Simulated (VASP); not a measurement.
A run of VASP 6.6.1 is set up as follows.

Contents of INCAR:

```
  PREC = Accurate
  ENCUT = 600
  EDIFF = 1E-6
  ISMEAR = 0
  SIGMA = 0.02
  LREAL = F
  LASPH = T
  NELM = 60
  ALGO = Normal
  ISIF = 3
  LWAVE = F
  LCHARG = F
  GGA = PS
  IBRION = 2
  NSW = 100
  EDIFFG = -0.005
```

KPOINTS

```
regular mesh
0
Gamma
  8 8 8
```

Contents of POSCAR:

```
NaCl
1.0
    0.0000000000      2.8100000000      2.8100000000
    2.8100000000      0.0000000000      2.8100000000
    2.8100000000      2.8100000000      0.0000000000
Na Cl
1 1
Direct
    0.0000000000      0.0000000000      0.0000000000
    0.5000000000      0.5000000000      0.5000000000
```

Potentials or basis: VASP PAW PBE potentials, release 64 (Na_pv, Cl).

Launch:

```console
$ cat potpaw_PBE.64/Na_pv/POTCAR potpaw_PBE.64/Cl/POTCAR > POTCAR
$ mpirun -np 1 vasp_std > vasp.out
```

(1) Predict the relaxed cell.

(2) What does it give for the space group after relaxing (to 0.05 Å)?

## Answers

(1) a = 3.964 Å, b = 3.964 Å, c = 3.964 Å, α = 60.00°, β = 60.00°, γ = 60.00°.

(2) Fm-3m (No. 225).
